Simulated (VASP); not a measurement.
# Hf3Si4 in VASP: single point with r2SCAN

Aim: the single point of Hf3Si4 with r2SCAN.

All numbers are computed with VASP 6.6.1; they aren't measurements. Logs are shortened: lines on timing, memory, paths and dates and some standing lists are left out, and cuts for length are marked.

## Step 1: The cell of the first run

The cell holds a slab with vacuum, 14 atoms: a = 3.775 Å, b = 5.225 Å, c = 25.883 Å, α = 90.00°, β = 90.00°, γ = 90.00°.

## Step 2: Single point, r2SCAN

POSCAR

```
Hf3Si4
1.0
    3.7751575191      0.0000000000      0.0000000000
    0.0000000000      5.2250393615      0.0000000000
    0.0000000000      0.0000000000     25.8825949176
Si Hf
8 6
Direct
    0.2500000000      0.8609393239      0.2897700182
    0.7500000000      0.1390606761      0.3125006728
    0.2500000000      0.6390606761      0.4223464545
    0.7500000000      0.3609393239      0.4450771092
    0.2500000000      0.8609393239      0.5549228908
    0.7500000000      0.1390606761      0.5776535455
    0.2500000000      0.6390606761      0.6874993272
    0.7500000000      0.3609393239      0.7102299818
    0.7500000000      0.6261301679      0.3476998689
    0.2500000000      0.1261301679      0.3871472584
    0.7500000000      0.8738698321      0.4802763052
    0.2500000000      0.3738698321      0.5197236948
    0.7500000000      0.6261301679      0.6128527416
    0.2500000000      0.1261301679      0.6523001311
```

INCAR.step1

```
SYSTEM = Hf3Si4
PREC     = Accurate       ! precision mode
ENCUT    = 440            ! plane-wave cutoff, eV
ISMEAR   = 0              ! smearing method
SIGMA    = 0.1            ! smearing width, eV
LREAL    = .FALSE.        ! projectors in reciprocal space
LASPH    = .TRUE.         ! aspherical terms in the spheres
NELM     = 120            ! most SCF steps
LDIPOL   = .TRUE.       
IDIPOL   = 3            
DIPOL    = 0.5 0.5 0.500
NBANDS   = 59             ! bands
GGA      = PE             ! functional
ALGO     = Normal         ! electronic algorithm
EDIFF    = 1E-5           ! SCF threshold, eV
LWAVE    = .TRUE.         ! write WAVECAR
LCHARG   = .FALSE.        ! write CHGCAR
GGA_COMPAT= .FALSE.      
NELMDL   = -8
```

INCAR.step2

```
SYSTEM = Hf3Si4
PREC     = Accurate       ! precision mode
ENCUT    = 440            ! plane-wave cutoff, eV
EDIFF    = 1E-6           ! SCF threshold, eV
ISMEAR   = 0              ! smearing method
SIGMA    = 0.1            ! smearing width, eV
LREAL    = .FALSE.        ! projectors in reciprocal space
LASPH    = .TRUE.         ! aspherical terms in the spheres
NELM     = 120            ! most SCF steps
ALGO     = Normal         ! electronic algorithm
ISIF     = 2              ! what is computed and relaxed
LWAVE    = .FALSE.        ! write WAVECAR
LCHARG   = .TRUE.         ! write CHGCAR
LDIPOL   = .TRUE.       
IDIPOL   = 3            
DIPOL    = 0.5 0.5 0.500
METAGGA  = R2SCAN         ! meta-GGA
LMIXTAU  = .TRUE.       
LELF     = .TRUE.         ! ELF
LVHAR    = .TRUE.       
LVACPOTAV= .TRUE.       
NBANDS   = 59             ! bands
ISTART   = 1            
GGA_COMPAT= .FALSE.
```

KPOINTS

```
regular mesh
0
G
  9 7 1
  0 0 0
```

Potentials or basis: VASP PAW PBE potentials, release 64 (Si, Hf_pv).

Launch:

```sh
cat potpaw_PBE.64/Si/POTCAR potpaw_PBE.64/Hf_pv/POTCAR > POTCAR
cp INCAR.step1 INCAR
mpirun -np 1 vasp_std > vasp.out
cp INCAR.step2 INCAR
mpirun -np 1 vasp_std > vasp.out
```

OUTCAR:

```text
SYSTEM = Hf3Si4
   PREC = Accurate
   ENCUT = 440
   EDIFF = 1E-6
   ISMEAR = 0
   LREAL = .FALSE.
   LASPH = .TRUE.
   NELM = 120
   ISIF = 2
   METAGGA = R2SCAN
   ISTART = 1

 ion  position               nearest neighbor table
   1  0.250  0.861  0.290-   2 2.45   2 2.45   9 2.70   9 2.70  10 2.88
   2  0.750  0.139  0.313-   1 2.45   1 2.45  10 2.70  10 2.70   9 2.70   9 2.83
   3  0.250  0.639  0.422-   4 2.45   4 2.45   9 2.70   9 2.70  10 2.70  11 2.70  11 2.70  10 2.83
                            12 2.88
   4  0.750  0.361  0.445-   3 2.45   3 2.45  12 2.70  12 2.70  11 2.70  10 2.70  10 2.70  11 2.83
                             9 2.88
   5  0.250  0.861  0.555-   6 2.45   6 2.45  11 2.70  11 2.70  12 2.70  13 2.70  13 2.70  12 2.83
                            14 2.88
   6  0.750  0.139  0.578-   5 2.45   5 2.45  14 2.70  14 2.70  13 2.70  12 2.70  12 2.70  13 2.83
                            11 2.88
   7  0.250  0.639  0.687-   8 2.45   8 2.45  13 2.70  13 2.70  14 2.70  14 2.83
   8  0.750  0.361  0.710-   7 2.45   7 2.45  14 2.70  14 2.70  13 2.88
   9  0.750  0.626  0.348-   3 2.70   3 2.70   2 2.70   1 2.70   1 2.70   2 2.83   4 2.88  10 3.38
                            10 3.38  10 3.38  10 3.38  11 3.67
  10  0.250  0.126  0.387-   2 2.70   2 2.70   3 2.70   4 2.70   4 2.70   3 2.83   1 2.88  11 3.33
                            11 3.33   9 3.38   9 3.38   9 3.38   9 3.38  12 3.67
  11  0.750  0.874  0.480-   5 2.70   5 2.70   4 2.70   3 2.70   3 2.70   4 2.83   6 2.88  10 3.33
                            10 3.33  12 3.38  12 3.38  12 3.38  12 3.38   9 3.67  13 3.67
  12  0.250  0.374  0.520-   4 2.70   4 2.70   5 2.70   6 2.70   6 2.70   5 2.83   3 2.88  13 3.33
                            13 3.33  11 3.38  11 3.38  11 3.38  11 3.38  14 3.67  10 3.67
  13  0.750  0.626  0.613-   7 2.70   7 2.70   6 2.70   5 2.70   5 2.70   6 2.83   8 2.88  12 3.33
                            12 3.33  14 3.38  14 3.38  14 3.38  14 3.38  11 3.67
  14  0.250  0.126  0.652-   6 2.70   6 2.70   7 2.70   8 2.70   8 2.70   7 2.83   5 2.88  13 3.38
                            13 3.38  13 3.38  13 3.38  12 3.67

  LATTYP: Found a simple orthorhombic cell.
 ALAT       =     3.7751575191
 B/A-ratio  =     1.3840586347
 C/A-ratio  =     6.8560304535

  Lattice vectors:

 A1 = (   3.7751575191,   0.0000000000,   0.0000000000)
 A2 = (   0.0000000000,   5.2250393615,   0.0000000000)
 A3 = (   0.0000000000,   0.0000000000,  25.8825949176)

Analysis of symmetry for initial positions (statically):
=====================================================================
 Subroutine PRICEL returns:
 Original cell was already a primitive cell.

 Routine SETGRP: Setting up the symmetry group for a
 simple orthorhombic supercell.

 Subroutine GETGRP returns: Found  4 space group operations
 (whereof  1 operations were pure point group operations)
 out of a pool of  8 trial point group operations.

The static configuration has the point symmetry C_1 .
 The point group associated with its full space group is C_2v.

Analysis of symmetry for dynamics (positions and initial velocities):
=====================================================================
 Subroutine PRICEL returns:
 Original cell was already a primitive cell.

 Routine SETGRP: Setting up the symmetry group for a
 simple orthorhombic supercell.

 Subroutine GETGRP returns: Found  4 space group operations
 (whereof  1 operations were pure point group operations)
 out of a pool of  8 trial point group operations.

The dynamic configuration has the point symmetry C_1 .
 The point group associated with its full space group is C_2v.

 Subroutine INISYM returns: Found  4 space group operations
 (whereof  1 operations are pure point group operations),
 and found     1 'primitive' translations

----------------------------------------------------------------------------------------

                                     Primitive cell

  volume of cell :     510.5432

  direct lattice vectors                    reciprocal lattice vectors
     3.775157519  0.000000000  0.000000000     0.264889609  0.000000000  0.000000000
     0.000000000  5.225039362  0.000000000     0.000000000  0.191386118  0.000000000
     0.000000000  0.000000000 25.882594918     0.000000000  0.000000000  0.038636002

  length of vectors
     3.775157519  5.225039362 25.882594918     0.264889609  0.191386118  0.038636002

  position of ions in fractional coordinates (direct lattice)
     0.250000000  0.860939324  0.289770018
     0.750000000  0.139060676  0.312500673
     0.250000000  0.639060676  0.422346455
[... 56 lines left out ...]
            Coordinates               Weight
  0.000000  0.000000  0.000000      1.000000
  0.111111  0.000000  0.000000      2.000000
  0.222222  0.000000  0.000000      2.000000
  0.333333  0.000000  0.000000      2.000000
  0.444444  0.000000  0.000000      2.000000
  0.000000  0.142857  0.000000      2.000000
[... 12 lines left out ...]
  0.333333  0.428571  0.000000      4.000000
  0.444444  0.428571  0.000000      4.000000
   k-points           NKPTS =     20   k-points in BZ     NKDIM =     20   number of bands    NBANDS=     59
   number of dos      NEDOS =    301   number of ions     NIONS =     14
   total plane-waves  NPLWV = 181440
   dimension x,y,z NGX =    28 NGY =   36 NGZ =  180
   dimension x,y,z NGXF=    56 NGYF=   72 NGZF=  360
   ions per type =               8   6
   NGX,Y,Z   is equivalent  to a cutoff of  12.33, 11.45, 11.56 a.u.
   NGXF,Y,Z  is equivalent  to a cutoff of  24.66, 22.91, 23.12 a.u.
 SYSTEM =  Hf3Si4
   PREC   = accura    normal or accurate (medium, high low for compatibility)
   ISTART =      1    job   : 0-new  1-cont  2-samecut
   ICHARG =      0    charge: 1-file 2-atom 10-const
   ISPIN  =      1    spin polarized calculation?
   LNONCOLLINEAR =      F non collinear calculations
   LSORBIT =      F    spin-orbit coupling
   LASPH  =      T    aspherical Exc in radial PAW
   ENCUT  =  440.0 eV  32.34 Ry    5.69 a.u.   6.46  8.94 44.27*2*pi/ulx,y,z
   NELM   =    120;   NELMIN=  2; NELMDL=  0     # of ELM steps
   EDIFF  = 0.1E-05   stopping-criterion for ELM
   LREAL  =      F    real-space projection
   EDIFFG = 0.1E-04   stopping-criterion for IOM
   NSW    =      0    number of steps for IOM
   IBRION =     -1    ionic relax: 0-MD 1-quasi-New 2-CG
   NFREE  =      0    steps in history (QN), initial steepest desc. (CG)
   ISIF   =      2    stress and relaxation
   ISYM   =      2    0-nonsym 1-usesym 2-fastsym
   POTIM  = 0.5000    time-step for ionic-motion
   TEBEG  =    0.0;   TEEND  =   0.0 temperature during run
   PSTRESS=    0.0 pullay stress
   NELECT =      92.0000    total number of electrons
   NUPDOWN=      -1.0000    fix difference up-down
   EMIN   =  10.00;   EMAX   =-10.00  energy-range for DOS
   EFERMI =   0.00;   METHOD = LEGACY
   ISMEAR =     0;   SIGMA  =   0.10  broadening in eV -4-tet -1-fermi 0-gaus
   EFERMI_NEDOS =   21; number of points for ismear=-14 and -15
   IALGO  =     38    algorithm
   IMIX   =      4    mixing-type and parameters
     AMIX     =   0.40;   BMIX     =  1.00
     AMIX_MAG =   1.60;   BMIX_MAG =  1.00
  volume/ion in A,a.u.               =      36.47       246.09
  Fermi-wavevector in a.u.,A,eV,Ry     =   0.924684  1.747399 11.633529  0.855040
  Thomas-Fermi vector in A             =   2.050456
   LORBIT       =      0    0 simple, 1 ext, 2 COOP (PROOUT), +10 PAW based schemes
   METAGGA = R2SCAN    functional components
   LHFCALC =     F    Hartree Fock is set to
   AEXX    =    0.0000 exact exchange contribution
   IVDW    =     0    specifies the selected vdW correction
   LEPSILON=     F    determine dielectric tensor
   LRPA    =     F    only Hartree local field effects (RPA)
 non-spin polarized calculation
 Gauss-broadening in eV      SIGMA  =   0.10
  energy-cutoff  :      440.00
  volume of cell :      510.54
 maximum number of plane-waves:     10760
 NGX is ok and might be reduce to    28
   NGX = 13   NGY = 17   NGZ = 89

 dipolmoment           0.000000      0.000000      0.000000 electrons x Angstroem

 number of electron      92.0000016 magnetization

 dipolmoment           0.000000      0.000000     -0.000000 electrons x Angstroem

 Free energy of the ion-electron system (eV)
  ---------------------------------------------------
  ext. energy  EPLUGINS =         0.00000000
  ---------------------------------------------------
  free energy    TOTEN  =      -346.65886487 eV

  energy without entropy =     -346.61456491  energy(sigma->0) =     -346.63671489

 E-fermi :   0.7995     XC(G=0):  -6.2783

 val. band max:        0.7958249028   @ k =   0.1111   0.1429   0.0000
 cond. band min:       0.8216238495   @ k =   0.2222   0.1429   0.0000
 fundamental gap:      0.0257989467
 Fermi energy:         0.7994737560

 k-point     1 :       0.0000    0.0000    0.0000
  band No.  band energies     occupation
      1     -31.1557      2.00000
      2     -31.1535      2.00000
      3     -31.0604      2.00000
      4     -31.0571      2.00000
      5     -30.9810      2.00000
      6     -30.9802      2.00000
[... 1209 lines left out ...]
     57       4.1246      0.00000
     58       4.1422      0.00000
 [bands above 58 left out]

------------------------ aborting loop because EDIFF is reached ----------------------------------------

  FORCE on cell =-STRESS in cart. coord.  units (eV):
  Direction    XX          YY          ZZ          XY          YZ          ZX
  --------------------------------------------------------------------------------------
  -------------------------------------------------------------------------------------
  Total       -4.8010183     -3.0384230      1.9344193      0.0000000      0.0000000      0.0000000
  in kB      -15.0664691     -9.5351243      6.0705599      0.0000000      0.0000000      0.0000000
  external PRESSURE =      -6.1770112 kB  Pullay stress =       0.0000000 kB

 VOLUME and BASIS-vectors are now :
 -----------------------------------------------------------------------------
  energy-cutoff  :      440.00
  volume of cell :      510.54
      direct lattice vectors                 reciprocal lattice vectors
     3.775157519  0.000000000  0.000000000     0.264889609  0.000000000  0.000000000
     0.000000000  5.225039362  0.000000000     0.000000000  0.191386118  0.000000000
     0.000000000  0.000000000 25.882594918     0.000000000  0.000000000  0.038636002

 POSITION                                       TOTAL-FORCE (eV/Angst)
 -----------------------------------------------------------------------------------
      0.94379      4.49844      7.50000        -0.000000      0.737471      0.056777
      2.83137      0.72660      8.08833        -0.000000     -0.270592     -1.089272
      0.94379      3.33912     10.93142        -0.000000     -0.114933     -0.138766
      2.83137      1.88592     11.51975        -0.000000      0.052530     -0.009703
      0.94379      4.49844     14.36284         0.000000      0.052530      0.009703
      2.83137      0.72660     14.95117        -0.000000     -0.114933      0.138766
      0.94379      3.33912     17.79427        -0.000000     -0.270592      1.089272
      2.83137      1.88592     18.38259         0.000000      0.737471     -0.056777
      2.83137      3.27155      8.99937        -0.000000     -0.196075      0.469617
      0.94379      0.65904     10.02038         0.000000     -0.271108      0.842025
      2.83137      4.56600     12.43080        -0.000000      0.062707     -0.076425
      0.94379      1.95348     13.45180        -0.000000      0.062707      0.076425
      2.83137      3.27155     15.86222         0.000000     -0.271108     -0.842025
      0.94379      0.65904     16.88322        -0.000000     -0.196075     -0.469617
 -----------------------------------------------------------------------------------
    total drift:                                0.000000     -0.001335      0.000000

  FREE ENERGIE OF THE ION-ELECTRON SYSTEM (eV)
  ---------------------------------------------------
  free  energy   TOTEN  =      -346.6588648684 eV

  energy  without entropy=     -346.6145649077  energy(sigma->0) =     -346.63671489

 vacuum level on the upper side and lower side of the slab         5.807         5.807
```

Wall time 32 min (1 thread of AMD EPYC 9R45 (Zen 5), shared host); peak memory 0.66 GiB.

What came out:

| Property | Result |
| --- | --- |
| Free energy | -346.6589 eV |
| Largest force | 1.122 eV/Å |
| Band gap on the k mesh | zero (bands 46 and 47 overlap by 0.41 eV) |

Forces in eV/Å, atoms in the order of the input:
```
Si   0.000  0.737  0.057
Si   0.000 -0.271 -1.089
Si   0.000 -0.115 -0.139
Si   0.000  0.053 -0.010
Si   0.000  0.053  0.010
Si   0.000 -0.115  0.139
Si   0.000 -0.271  1.089
Si   0.000  0.737 -0.057
Hf   0.000 -0.196  0.470
Hf   0.000 -0.271  0.842
Hf   0.000  0.063 -0.076
Hf   0.000  0.063  0.076
Hf   0.000 -0.271 -0.842
Hf   0.000 -0.196 -0.470
```

Levels at points of the mesh, in eV from the Fermi level:
| k point | band 43 | band 44 | band 45 | band 46 | band 47 | band 48 | band 49 | band 50 |
| --- | --- | --- | --- | --- | --- | --- | --- | --- |
| (0.00, 0.00, 0.00) | -0.56 | -0.16 | -0.12 | 0.18 | 0.23 | 0.49 | 0.89 | 0.97 |

Caveat: the PAW data sets were made with another functional, which shifts forces and pressure a little; spin-orbit coupling is left out, which moves the levels of the heavy elements.

The gap in the log of VASP goes by the Fermi energy; the results here count the filled bands.